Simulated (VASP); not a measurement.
Write the native input for VASP 6.6.1 that does the following.

| Property | Result |
| --- | --- |
| Task | relaxation of shape and atoms at fixed volume |
| Functional | PBE |
| Potentials or basis | VASP PAW PBE potentials, release 64 (Hf_pv) |
| Cutoff | 600 eV |
| k mesh | 14 × 14 × 14 |
| Occupations | fermi-dirac, width 0.05 eV |
| Spin | no spin polarisation |
| Dipole correction | no |
| Further INCAR settings | ALGO = Normal; EDIFF = 1e-06; IBRION = 2; EDIFFG = -0.005; NSW = 50; ISIF = 4 |

The structure of Hf lies in POSCAR:

```
Hf
1.0
   -2.4119625710      2.4119625710      1.3023510581
    2.4119625710     -2.4119625710      1.3023510581
    2.4119625710      2.4119625710     -1.3023510581
Hf
2
Direct
   -0.3750000000     -0.1250000000     -0.2500000000
    0.3750000000      0.1250000000      0.2500000000
```

One way to write it, as run:

INCAR

```
PREC = Accurate
ENCUT = 600
EDIFF = 1E-6
ISMEAR = -1
SIGMA = 0.05
LREAL = F
LASPH = T
NELM = 80
ALGO = Normal
ISIF = 4
LWAVE = F
LCHARG = F
GGA = PE
IBRION = 2
NSW = 50
EDIFFG = -0.005
```

KPOINTS

```
regular mesh
0
Gamma
  14 14 14
```

Potentials or basis: VASP PAW PBE potentials, release 64 (Hf_pv).

Run with:

```bash
$ cat potpaw_PBE.64/Hf_pv/POTCAR > POTCAR
$ mpirun -np 1 vasp_std > vasp.out
```

Results of the run:

```
Energy gained by relaxing : 4.3 meV/atom
Ionic steps               : 3
Pressure after relaxing   : 80.1 GPa
Band gap on the k mesh    : zero (bands 10 and 11 overlap by 1.64 eV)
```

Caveat: spin-orbit coupling is left out, which moves the levels of the heavy elements.

Run time: 3.4 min on 1 thread of Intel(R) Xeon(R) Platinum 8488C (Sapphire Rapids), on a shared host, peak memory 0.26 GiB.
